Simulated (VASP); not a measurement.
# BP (ae) (F-43m) in VASP: a series of runs, part 2 of 2

VASP 6.6.1. Earlier steps stand in the parts before.

### Step 5. Single point, PBE (volume scaled by 1.09)

Input file INCAR:

```
  PREC = Accurate
  ENCUT = 500
  EDIFF = 1E-6
  ISMEAR = 0
  SIGMA = 0.02
  LREAL = F
  LASPH = T
  NELM = 120
  ALGO = Normal
  ISIF = 2
  LWAVE = F
  LCHARG = F
  GGA = PE
  NBANDS = 11
  GGA_COMPAT = F
```

Input file KPOINTS:

```
regular mesh
0
Gamma
  10 10 10
```

Input file POSCAR:

```
BP
1.0
    0.0000000000      2.3403460639      2.3403460639
    2.3403460639      0.0000000000      2.3403460639
    2.3403460639      2.3403460639      0.0000000000
B P
1 1
Direct
    0.0000000000      0.0000000000      0.0000000000
    0.2500000000      0.2500000000      0.2500000000
```

Potentials or basis: VASP PAW PBE potentials, release 64 (B, P).

Started as:

```console
cat potpaw_PBE.64/B/POTCAR potpaw_PBE.64/P/POTCAR > POTCAR
mpirun -np 1 vasp_std > vasp.out
```

OUTCAR:

```text
PREC = Accurate
   ENCUT = 500
   EDIFF = 1E-6
   ISMEAR = 0
   LREAL = F
   LASPH = T
   NELM = 120
   ISIF = 2
   GGA = PE

 ion  position               nearest neighbor table
   1  0.000  0.000  0.000-   2 2.03   2 2.03   2 2.03   2 2.03
   2  0.250  0.250  0.250-   1 2.03   1 2.03   1 2.03   1 2.03

  LATTYP: Found a face centered cubic cell.
 ALAT       =     4.6806921278

  Lattice vectors:

 A1 = (   0.0000000000,   2.3403460639,   2.3403460639)
[... 522 lines left out ...]
------------------------ aborting loop because EDIFF is reached ----------------------------------------

  FORCE on cell =-STRESS in cart. coord.  units (eV):
  Direction    XX          YY          ZZ          XY          YZ          ZX
  --------------------------------------------------------------------------------------
  -------------------------------------------------------------------------------------
  Total       -1.9138845     -1.9138845     -1.9138845     -0.0000000      0.0000000      0.0000000
  in kB     -119.6068557   -119.6068557   -119.6068557     -0.0000000      0.0000000      0.0000000
  external PRESSURE =    -119.6068557 kB  Pullay stress =       0.0000000 kB

 VOLUME and BASIS-vectors are now :
 -----------------------------------------------------------------------------
  energy-cutoff  :      500.00
  volume of cell :       25.64
      direct lattice vectors                 reciprocal lattice vectors
     0.000000000  2.340346064  2.340346064    -0.213643618  0.213643618  0.213643618
     2.340346064  0.000000000  2.340346064     0.213643618 -0.213643618  0.213643618
     2.340346064  2.340346064  0.000000000     0.213643618  0.213643618 -0.213643618

 POSITION                                       TOTAL-FORCE (eV/Angst)
 -----------------------------------------------------------------------------------
      0.00000      0.00000      0.00000         0.000000      0.000000      0.000000
      1.17017      1.17017      1.17017        -0.000000     -0.000000     -0.000000
 -----------------------------------------------------------------------------------
    total drift:                                0.000000      0.000000      0.000000

  FREE ENERGIE OF THE ION-ELECTRON SYSTEM (eV)
  ---------------------------------------------------
  free  energy   TOTEN  =       -12.8455094843 eV

  energy  without entropy=      -12.8455094843  energy(sigma->0) =      -12.84550948
```

OSZICAR:

```text
N       E                     dE             d eps       ncg     rms          rms(c)
DAV:   1     0.855365641315E+01    0.85537E+01   -0.38816E+03  1034   0.632E+02
DAV:   2    -0.127111944328E+02   -0.21265E+02   -0.20333E+02  1393   0.103E+02
DAV:   3    -0.133685756820E+02   -0.65738E+00   -0.65518E+00  1328   0.162E+01
DAV:   4    -0.133713450709E+02   -0.27694E-02   -0.27690E-02  1182   0.121E+00
DAV:   5    -0.133713609119E+02   -0.15841E-04   -0.15841E-04  1285   0.928E-02    0.629E+00
DAV:   6    -0.129169324261E+02    0.45443E+00   -0.11372E+00  1154   0.435E+00    0.341E+00
DAV:   7    -0.128516142016E+02    0.65318E-01   -0.15462E-01  1259   0.197E+00    0.122E+00
DAV:   8    -0.128449551474E+02    0.66591E-02   -0.22861E-02  1204   0.840E-01    0.159E-01
DAV:   9    -0.128452972519E+02   -0.34210E-03   -0.73748E-04  1209   0.173E-01    0.888E-02
DAV:  10    -0.128454973265E+02   -0.20007E-03   -0.24901E-04  1167   0.982E-02    0.256E-02
DAV:  11    -0.128455084379E+02   -0.11111E-04   -0.11339E-05  1340   0.224E-02    0.257E-02
DAV:  12    -0.128455095914E+02   -0.11535E-05   -0.41260E-06  1148   0.101E-02    0.891E-03
DAV:  13    -0.128455094843E+02    0.10708E-06   -0.92270E-08   565   0.208E-03
   1 F= -.12845509E+02 E0= -.12845509E+02  d E =-.186877E-14
```

stdout:

```text
POSCAR found type information on POSCAR B P
 POSCAR found :  2 types and       2 ions
 scaLAPACK will be used
 LDA part: xc-table for (Slater+PW92), standard interpolation
 POSCAR, INCAR and KPOINTS ok, starting setup
 FFT: planning ... GRIDC
 FFT: planning ... GRID_SOFT
 FFT: planning ... GRID
 WAVECAR not read
 entering main loop
```

It took 11 s on 1 thread of AMD EPYC 9R45 (Zen 5), shared host; peak memory 0.1 GiB.

What came out:

```yaml
Free_energy: -12.8455 eV
Pressure: -12.0 GPa
Band_gap_on_the_k_mesh: 1.36 eV, indirect (least direct gap 3.28 eV)
```

Caveat: the cell differs from its parent crystal (volume scaled by 1.09). A k mesh can miss the band edges.

### Step 6. Relaxation of cell and atoms, PBE

This run uses another cell than the first one, of 11.76 Å³/atom, 1.031 times its volume.

Input file INCAR:

```
PREC     = Accurate       # precision mode
ENCUT    = 500            # plane-wave cutoff, eV
EDIFF    = 1E-7           # SCF threshold, eV
ISMEAR   = 0              # smearing method
SIGMA    = 0.02           # smearing width, eV
LREAL    = F              # projectors in reciprocal space
LASPH    = T              # aspherical terms in the spheres
NELM     = 120            # most SCF steps
ALGO     = Normal         # electronic algorithm
ISIF     = 3              # what is computed and relaxed
LWAVE    = F              # write WAVECAR
LCHARG   = F              # write CHGCAR
GGA      = PE             # functional
IBRION   = 2              # ionic algorithm
NSW      = 50             # ionic steps
EDIFFG   = -0.003         # ionic threshold
GGA_COMPAT= F            
NELMIN   = 4
```

KPOINTS is that of step 5.

Input file POSCAR:

```
BP
1.0
    0.0000000000      2.2741519252      2.2741519252
    2.2741519252      0.0000000000      2.2741519252
    2.2741519252      2.2741519252      0.0000000000
B P
1 1
Direct
    0.0000000000      0.0000000000      0.0000000000
    0.2500000000      0.2500000000      0.2500000000
```

Potentials or basis: VASP PAW PBE potentials, release 64 (B, P).

Started as:

```console
cat potpaw_PBE.64/B/POTCAR potpaw_PBE.64/P/POTCAR > POTCAR
mpirun -np 1 vasp_std > vasp.out
```

Run time: 14 s. Hardware: 1 thread of AMD EPYC 9R45 (Zen 5), shared host; peak memory 0.1 GiB.

It converged, with:

* Free energy: -12.9306 eV
* Relaxed volume: 11.75 Å³/atom
* Relaxed cell: a = 3.215 Å, b = 3.215 Å, c = 3.215 Å, α = 60.00°, β = 60.00°, γ = 60.00°
* Space group after relaxing (to 0.05 Å): F-43m (No. 216)
* Energy gained by relaxing: 0.0 meV/atom
* Ionic steps: 3
* Pressure after relaxing: 0.0 GPa
* Band gap on the k mesh: 1.25 eV, indirect (least direct gap 3.39 eV)

Final structure:
```xyz
2
Lattice="0.0000 2.2732 2.2732 2.2732 0.0000 2.2732 2.2732 2.2732 0.0000" Properties=species:S:1:pos:R:3 pbc="T T T"
B     0.0000    0.0000    0.0000
P     1.1366    1.1366    1.1366
```

Levels at points of the mesh, in eV from the valence-band top:
```tsv
k point	band 2	band 3	band 4	band 5	band 6	band 7
(0.00, 0.00, 0.00)	0.00	0.00	0.00	3.39	3.39	3.39
(0.50, 0.00, 0.00)	-8.99	-1.75	-1.75	3.75	4.71	4.71
(0.50, 0.50, 0.00)	-8.55	-4.09	-4.09	1.34	1.66	12.07
```

### Step 7. Summary

| task | cell | gap on the mesh (eV) | pressure (GPa) |
| --- | --- | --- | --- |
| single point | a = 3.184 Å, angles 60.0°, 2 atoms | 1.21 | 5.0 |
| single point | a = 3.248 Å, angles 60.0°, 2 atoms | 1.29 | -4.7 |
| single point | a = 3.279 Å, angles 60.0°, 2 atoms | 1.33 | -8.6 |
| single point | a = 3.310 Å, angles 60.0°, 2 atoms | 1.36 | -12.0 |
| relaxation of cell and atoms | relaxed from a = 3.216 Å, angles 60.0°, 2 atoms | 1.25 | 0.0 |

Alike in all rows: level PBE; potentials or basis VASP PAW PBE potentials, release 64 (B, P); no spin polarisation; k mesh 10 × 10 × 10; cutoff (eV) 500; smearing gaussian 0.02 eV.

Total energies depend on the potentials used, so only differences within one code and one set of settings carry meaning.
